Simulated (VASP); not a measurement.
# Ge (Pm-3n) in VASP: relaxation of cell and atoms with PBEsol

Aim: the relaxation of cell and atoms of Ge with PBEsol.

Everything below comes from runs of VASP 6.6.1. Logs are shortened: lines on timing, memory, paths and dates and some standing lists are left out, and cuts for length are marked.

### Step 1. The cell of the first run

Symmetry: Pm-3n, No. 223, cubic system. Conventional cell: a = 5.334 Å, b = 5.334 Å, c = 5.334 Å, α = 90.00°, β = 90.00°, γ = 90.00°. Ge (site symmetry m-3) has 12 Ge at 2.98 Å within 3.9 Å. Within 3.5 Å of Ge (site symmetry -4m2) lie 14 Ge at 2.67 to 3.27 Å.

### Step 2. Relaxation of cell and atoms, PBEsol

Contents of INCAR:

```
SYSTEM = Ge
PREC     = Accurate       ! precision mode
ENCUT    = 600            ! plane-wave cutoff, eV
EDIFF    = 1E-6           ! SCF threshold, eV
ISMEAR   = 0              ! smearing method
SIGMA    = 0.1            ! smearing width, eV
LREAL    = .False.        ! projectors in reciprocal space
LASPH    = .True.         ! aspherical terms in the spheres
NELM     = 80             ! most SCF steps
ALGO     = Normal         ! electronic algorithm
ISIF     = 3              ! what is computed and relaxed
LWAVE    = .False.        ! write WAVECAR
LCHARG   = .False.        ! write CHGCAR
GGA      = PS             ! functional
IBRION   = 2              ! ionic algorithm
NSW      = 100            ! ionic steps
EDIFFG   = -0.01          ! ionic threshold
```

Contents of KPOINTS:

```
Automatic mesh
0
Gamma
  8 8 8
  0 0 0
```

Contents of POSCAR:

```
Ge
1.0
    5.3339526961      0.0000000000      0.0000000000
    0.0000000000      5.3339526961      0.0000000000
    0.0000000000      0.0000000000      5.3339526961
Ge
8
Direct
    0.5000000000      0.5000000000      0.5000000000
    0.0000000000      0.0000000000      0.0000000000
    0.2500000000      0.0000000000      0.5000000000
    0.5000000000      0.2500000000      0.0000000000
    0.5000000000      0.7500000000      0.0000000000
    0.7500000000      0.0000000000      0.5000000000
    0.0000000000      0.5000000000      0.7500000000
    0.0000000000      0.5000000000      0.2500000000
```

Potentials or basis: VASP PAW PBE potentials, release 64 (Ge_d).

Command:

```console
cat potpaw_PBE.64/Ge_d/POTCAR > POTCAR
mpirun -np 1 vasp_std > vasp.out
```

OUTCAR:

```text
SYSTEM = Ge
   PREC = Accurate
   ENCUT = 600
   EDIFF = 1E-6
   ISMEAR = 0
   LREAL = .False.
   LASPH = .True.
   NELM = 80
   ISIF = 3
   GGA = PS
   IBRION = 2
   NSW = 100
   EDIFFG = -0.01

 ion  position               nearest neighbor table
   1  0.500  0.500  0.500-
   2  0.000  0.000  0.000-
   3  0.250  0.000  0.500-   6 2.67   6 2.67
   4  0.500  0.250  0.000-   5 2.67   5 2.67
   5  0.500  0.750  0.000-   4 2.67   4 2.67
   6  0.750  0.000  0.500-   3 2.67   3 2.67
   7  0.000  0.500  0.750-   8 2.67   8 2.67
   8  0.000  0.500  0.250-   7 2.67   7 2.67

  LATTYP: Found a simple cubic cell.
 ALAT       =     5.3339526961

  Lattice vectors:

 A1 = (   5.3339526961,   0.0000000000,   0.0000000000)
 A2 = (   0.0000000000,   5.3339526961,   0.0000000000)
 A3 = (   0.0000000000,   0.0000000000,   5.3339526961)

Analysis of symmetry for initial positions (statically):
=====================================================================
 Subroutine PRICEL returns:
 Original cell was already a primitive cell.

 Routine SETGRP: Setting up the symmetry group for a
 simple cubic supercell.

 Subroutine GETGRP returns: Found 48 space group operations
 (whereof 24 operations were pure point group operations)
 out of a pool of 48 trial point group operations.

The static configuration has the point symmetry T_h .
 The point group associated with its full space group is O_h .

Analysis of symmetry for dynamics (positions and initial velocities):
=====================================================================
 Subroutine PRICEL returns:
 Original cell was already a primitive cell.

 Routine SETGRP: Setting up the symmetry group for a
 simple cubic supercell.

 Subroutine GETGRP returns: Found 48 space group operations
 (whereof 24 operations were pure point group operations)
 out of a pool of 48 trial point group operations.

The dynamic configuration has the point symmetry T_h .
 The point group associated with its full space group is O_h .

 Subroutine INISYM returns: Found 48 space group operations
 (whereof 24 operations are pure point group operations),
 and found     1 'primitive' translations

----------------------------------------------------------------------------------------

                                     Primitive cell

  volume of cell :     151.7566

  direct lattice vectors                    reciprocal lattice vectors
     5.333952696  0.000000000  0.000000000     0.187478228  0.000000000  0.000000000
     0.000000000  5.333952696  0.000000000     0.000000000  0.187478228  0.000000000
     0.000000000  0.000000000  5.333952696     0.000000000  0.000000000  0.187478228

  length of vectors
     5.333952696  5.333952696  5.333952696     0.187478228  0.187478228  0.187478228

  position of ions in fractional coordinates (direct lattice)
     0.500000000  0.500000000  0.500000000
     0.000000000  0.000000000  0.000000000
     0.250000000  0.000000000  0.500000000
     0.500000000  0.250000000  0.000000000
     0.500000000  0.750000000  0.000000000
     0.750000000  0.000000000  0.500000000
     0.000000000  0.500000000  0.750000000
     0.000000000  0.500000000  0.250000000

  ion indices of the primitive-cell ions
   primitive index   ion index
                 1           1
                 2           2
                 3           3
                 4           4
                 5           5
                 6           6
                 7           7
                 8           8

----------------------------------------------------------------------------------------

 KPOINTS: Automatic mesh

Automatic generation of k-mesh.
 Grid dimensions read from file:
 generate k-points for:    8    8    8

 Generating k-lattice:

  Cartesian coordinates                     Fractional coordinates (reciprocal lattice)
[... 44 lines left out ...]
   total plane-waves  NPLWV = 110592
   dimension x,y,z NGX =    48 NGY =   48 NGZ =   48
   dimension x,y,z NGXF=    96 NGYF=   96 NGZF=   96
   ions per type =               8
   NGX,Y,Z   is equivalent  to a cutoff of  14.96, 14.96, 14.96 a.u.
   NGXF,Y,Z  is equivalent  to a cutoff of  29.92, 29.92, 29.92 a.u.
 SYSTEM =  Ge
   PREC   = accura    normal or accurate (medium, high low for compatibility)
   ISTART =      0    job   : 0-new  1-cont  2-samecut
   ICHARG =      2    charge: 1-file 2-atom 10-const
   ISPIN  =      1    spin polarized calculation?
   LNONCOLLINEAR =      F non collinear calculations
   LSORBIT =      F    spin-orbit coupling
   LASPH  =      T    aspherical Exc in radial PAW
   ENCUT  =  600.0 eV  44.10 Ry    6.64 a.u.  10.65 10.65 10.65*2*pi/ulx,y,z
   NELM   =     80;   NELMIN=  2; NELMDL= -5     # of ELM steps
   EDIFF  = 0.1E-05   stopping-criterion for ELM
   LREAL  =      F    real-space projection
   EDIFFG = -.1E-01   stopping-criterion for IOM
   NSW    =    100    number of steps for IOM
   IBRION =      2    ionic relax: 0-MD 1-quasi-New 2-CG
   NFREE  =      1    steps in history (QN), initial steepest desc. (CG)
   ISIF   =      3    stress and relaxation
   ISYM   =      2    0-nonsym 1-usesym 2-fastsym
   POTIM  = 0.5000    time-step for ionic-motion
   TEBEG  =    0.0;   TEEND  =   0.0 temperature during run
   PSTRESS=    0.0 pullay stress
   NELECT =     112.0000    total number of electrons
   NUPDOWN=      -1.0000    fix difference up-down
   EMIN   =  10.00;   EMAX   =-10.00  energy-range for DOS
   EFERMI =   0.00;   METHOD = LEGACY
   ISMEAR =     0;   SIGMA  =   0.10  broadening in eV -4-tet -1-fermi 0-gaus
   EFERMI_NEDOS =   21; number of points for ismear=-14 and -15
   IALGO  =     38    algorithm
   IMIX   =      4    mixing-type and parameters
     AMIX     =   0.40;   BMIX     =  1.00
     AMIX_MAG =   1.60;   BMIX_MAG =  1.00
  volume/ion in A,a.u.               =      18.97       128.01
  Fermi-wavevector in a.u.,A,eV,Ry     =   1.479443  2.795743 29.779788  2.188753
  Thomas-Fermi vector in A             =   2.593600
   LORBIT       =      0    0 simple, 1 ext, 2 COOP (PROOUT), +10 PAW based schemes
   GGA     = PS    functional components
   LHFCALC =     F    Hartree Fock is set to
   AEXX    =    0.0000 exact exchange contribution
   IVDW    =     0    specifies the selected vdW correction
   LEPSILON=     F    determine dielectric tensor
   LRPA    =     F    only Hartree local field effects (RPA)
 conjugate gradient relaxation of ions
 non-spin polarized calculation
 Gauss-broadening in eV      SIGMA  =   0.10
  energy-cutoff  :      600.00
  volume of cell :      151.76
 maximum number of plane-waves:      5092
 NGX is ok and might be reduce to    48
   NGX = 21   NGY = 21   NGZ = 21

--------------------------------------- Ionic step        1  -------------------------------------------

 number of electron     111.9999944 magnetization

 Free energy of the ion-electron system (eV)
  ---------------------------------------------------
  ext. energy  EPLUGINS =         0.00000000
  ---------------------------------------------------
  free energy    TOTEN  =       -36.77495253 eV

  energy without entropy =      -36.74179622  energy(sigma->0) =      -36.75837438

------------------------ aborting loop because EDIFF is reached ----------------------------------------

  FORCE on cell =-STRESS in cart. coord.  units (eV):
  Direction    XX          YY          ZZ          XY          YZ          ZX
  --------------------------------------------------------------------------------------
  -------------------------------------------------------------------------------------
  Total       -0.4857817     -0.4857817     -0.4857817      0.0000000      0.0000000      0.0000000
  in kB       -5.1286644     -5.1286644     -5.1286644      0.0000000      0.0000000      0.0000000
  external PRESSURE =      -5.1286644 kB  Pullay stress =       0.0000000 kB

 VOLUME and BASIS-vectors are now :
 -----------------------------------------------------------------------------
  energy-cutoff  :      600.00
  volume of cell :      151.76
      direct lattice vectors                 reciprocal lattice vectors
     5.333952696  0.000000000  0.000000000     0.187478228  0.000000000  0.000000000
     0.000000000  5.333952696  0.000000000     0.000000000  0.187478228  0.000000000
     0.000000000  0.000000000  5.333952696     0.000000000  0.000000000  0.187478228

 POSITION                                       TOTAL-FORCE (eV/Angst)
 -----------------------------------------------------------------------------------
      2.66698      2.66698      2.66698         0.000000      0.000000      0.000000
      0.00000      0.00000      0.00000         0.000000      0.000000      0.000000
      1.33349      0.00000      2.66698        -0.000000     -0.000000     -0.000000
      2.66698      1.33349      0.00000         0.000000      0.000000      0.000000
      2.66698      4.00046      0.00000        -0.000000      0.000000     -0.000000
      4.00046      0.00000      2.66698         0.000000      0.000000      0.000000
      0.00000      2.66698      4.00046         0.000000      0.000000      0.000000
      0.00000      2.66698      1.33349        -0.000000     -0.000000      0.000000
 -----------------------------------------------------------------------------------
    total drift:                                0.000000     -0.000000      0.000000

  FREE ENERGIE OF THE ION-ELECTRON SYSTEM (eV)
  ---------------------------------------------------
  free  energy   TOTEN  =       -36.7749525341 eV

  energy  without entropy=      -36.7417962167  energy(sigma->0) =      -36.75837438

--------------------------------------- Ionic step        2  -------------------------------------------

 number of electron     111.9999968 magnetization

 Free energy of the ion-electron system (eV)
  ---------------------------------------------------
  ext. energy  EPLUGINS =         0.00000000
  ---------------------------------------------------
  free energy    TOTEN  =       -36.77584966 eV

  energy without entropy =      -36.74314965  energy(sigma->0) =      -36.75949966

 E-fermi :   6.7336     XC(G=0): -11.4461

 val. band max:        6.7125577233   @ k =   0.3750   0.1250   0.1250
 cond. band min:       6.7423900909   @ k =   0.5000   0.2500   0.2500
 fundamental gap:      0.0298323676
 Fermi energy:         6.7335599986

 k-point     1 :       0.0000    0.0000    0.0000
  band No.  band energies     occupation
      1     -18.0729      2.00000
      2     -18.0679      2.00000
      3     -18.0679      2.00000
      4     -17.9993      2.00000
      5     -17.9993      2.00000
      6     -17.9993      2.00000
[... 1669 lines left out ...]
     66      10.7417      0.00000
     67      11.4236      0.00000

 [... further k-points ...]
[... 5 lines left out ...]
  --------------------------------------------------------------------------------------
  -------------------------------------------------------------------------------------
  Total        0.0743718      0.0743718      0.0743718     -0.0000000      0.0000000      0.0000000
  in kB        0.7921247      0.7921247      0.7921247     -0.0000000      0.0000000      0.0000000
  external PRESSURE =       0.7921247 kB  Pullay stress =       0.0000000 kB

 VOLUME and BASIS-vectors are now :
 -----------------------------------------------------------------------------
  energy-cutoff  :      600.00
  volume of cell :      150.43
      direct lattice vectors                 reciprocal lattice vectors
     5.318327282 -0.000000000  0.000000000     0.188029045 -0.000000000 -0.000000000
     0.000000000  5.318327282  0.000000000     0.000000000  0.188029045 -0.000000000
     0.000000000  0.000000000  5.318327282    -0.000000000 -0.000000000  0.188029045

 POSITION                                       TOTAL-FORCE (eV/Angst)
 -----------------------------------------------------------------------------------
      2.65916      2.65916      2.65916         0.000000      0.000000      0.000000
      0.00000      0.00000      0.00000         0.000000      0.000000      0.000000
      1.32958      5.31833      2.65916        -0.000000     -0.000000      0.000000
      2.65916      1.32958      0.00000        -0.000000      0.000000      0.000000
      2.65916      3.98875      5.31833         0.000000     -0.000000     -0.000000
      3.98875     -0.00000      2.65916         0.000000      0.000000     -0.000000
      0.00000      2.65916      3.98875        -0.000000     -0.000000     -0.000000
      5.31833      2.65916      1.32958         0.000000      0.000000      0.000000
 -----------------------------------------------------------------------------------
    total drift:                                0.000000     -0.000000      0.000000

  FREE ENERGIE OF THE ION-ELECTRON SYSTEM (eV)
  ---------------------------------------------------
  free  energy   TOTEN  =       -36.7758496642 eV

  energy  without entropy=      -36.7431496498  energy(sigma->0) =      -36.75949966

 reached required accuracy - stopping structural energy minimisation
```

Run time: 5 min. Hardware: 1 thread of Intel Xeon 6975P-C (Granite Rapids), shared host; peak memory 0.51 GiB.

What came out:

| Property | Result |
| --- | --- |
| Free energy | -36.7758 eV |
| Relaxed volume | 18.80 Å³/atom |
| Relaxed cell | a = 5.318 Å, b = 5.318 Å, c = 5.318 Å, α = 90.00°, β = 90.00°, γ = 90.00° |
| Space group after relaxing (to 0.05 Å) | Pm-3n (No. 223) |
| Energy gained by relaxing | 0.1 meV/atom |
| Ionic steps | 2 |
| Pressure after relaxing | 0.1 GPa |
| Band gap on the k mesh | zero (band 56 reaches 7.60 eV, above the bottom of band 57 at 5.71 eV) |

Step by step:
| step | energy change (eV) | largest force (eV/Å) | pressure (GPa) | volume (Å³) |
| --- | --- | --- | --- | --- |
| 1 | 0.0000 | 0.0000 | -0.51 | 151.76 |
| 2 | -0.0009 | 0.0000 | 0.08 | 150.43 |

Final structure:
```xyz
8
Lattice="5.3183 0.0000 0.0000 0.0000 5.3183 0.0000 0.0000 0.0000 5.3183" Properties=species:S:1:pos:R:3 pbc="T T T"
Ge    2.6592    2.6592    2.6592
Ge    0.0000    0.0000    0.0000
Ge    1.3296    5.3183    2.6592
Ge    2.6592    1.3296    0.0000
Ge    2.6592    3.9887    5.3183
Ge    3.9887    0.0000    2.6592
Ge    0.0000    2.6592    3.9887
Ge    5.3183    2.6592    1.3296
```

Caveat: the PAW data sets were made with another functional, which shifts forces and pressure a little.
